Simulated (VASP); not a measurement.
SnSe, 2 atoms in the cell. The structure is cubic, space group Fm-3m (No. 225). Conventional cell: a = 6.020 Å, b = 6.020 Å, c = 6.020 Å, α = 90.00°, β = 90.00°, γ = 90.00°. Sn (site symmetry m-3m) has 6 Se at 3.01 Å within 4.0 Å. Se (site symmetry m-3m) has 6 Sn at 3.01 Å within 4.0 Å. 

```yaml
Program: VASP 6.6.1
Task: single point
Functional: revPBE
Dispersion: D3(BJ)
Potentials_or_basis: VASP PAW PBE potentials, release 64 (Sn_d, Se)
Cutoff: 500 eV
k_mesh: 8 × 8 × 8
Occupations: gaussian, width 0.05 eV
Spin: no spin polarisation
Dipole_correction: no
Further_INCAR_settings: ALGO = Normal; EDIFF = 1e-06; NBANDS = 17
```

Potentials or basis: VASP PAW PBE potentials, release 64 (Sn_d, Se).

Launch:

```sh
$ cat potpaw_PBE.64/Sn_d/POTCAR potpaw_PBE.64/Se/POTCAR > POTCAR
$ mpirun -np 1 vasp_std > vasp.out
```

Hardware: 1 thread of Intel(R) Xeon(R) Platinum 8259CL CPU @ 2.50GHz (Skylake/Cascade Lake), on a shared host.

Problem. How long does it take, and how much memory?

Solution. Run time: 19 s on 1 thread of Intel(R) Xeon(R) Platinum 8259CL CPU @ 2.50GHz (Skylake/Cascade Lake), with other jobs on the host, peak memory 0.19 GiB. Counts: scf iterations 12, k points 29.
